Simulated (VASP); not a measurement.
**Au: relaxation of cell and atoms with LDA**

Au:

```xyz
1
Lattice="0.0000 2.0350 2.0350 2.0350 0.0000 2.0350 2.0350 2.0350 0.0000" Properties=species:S:1:pos:R:3 pbc="T T T"
Au    0.0000    0.0000    0.0000
```

- Program: VASP 6.6.1
- Task: relaxation of cell and atoms
- Functional: LDA
- Potentials or basis: VASP PAW LDA potentials, release 64 (Au)
- Cutoff: 500 eV
- k mesh: 9 × 9 × 9
- Occupations: fermi-dirac, width 0.1 eV
- Spin: no spin polarisation
- Dipole correction: no
- Further INCAR settings: ALGO = Normal; EDIFF = 1e-07; IBRION = 2; EDIFFG = -0.01; NSW = 60; ISIF = 3

```yaml
Relaxed_volume: 16.61 Å³/atom
Relaxed_cell: a = 2.864 Å, b = 2.864 Å, c = 2.864 Å, α = 60.00°, β = 60.00°, γ = 60.00°
Space_group_after_relaxing_to_0.05_Å: Fm-3m (No. 225)
Energy_gained_by_relaxing: 2.1 meV/atom
Ionic_steps: 3
Pressure_after_relaxing: 0.0 GPa
```

The path:
```
step  energy change (eV)  largest force (eV/Å)  pressure (GPa)  volume (Å³)
   1              0.0000                0.0000           -2.71        16.85
   2              0.0054                0.0000            5.62        16.17
   3             -0.0021                0.0000           -0.03        16.61
```

Final structure:
```
Au
1.0
     0.00000    2.02523    2.02523
     2.02523    0.00000    2.02523
     2.02523    2.02523    0.00000
Au
1
Direct
  0.00000 0.00000 0.00000
```

Levels at points of the mesh, in eV from the Fermi level:
```
           k point  band 4  band 5  band 6  band 7  band 8  band 9
(0.00, 0.00, 0.00)   -4.78   -3.17   -3.17   14.52   18.61   18.61
```

Wall time 11 s on 1 thread of Intel(R) Xeon(R) Platinum 8259CL CPU @ 2.50GHz (Skylake/Cascade Lake), with other jobs on the host, peak memory 0.14 GiB.

Caveat: spin-orbit coupling is left out, which moves the levels of the heavy elements. Zero-point motion and thermal expansion aren't in these numbers.
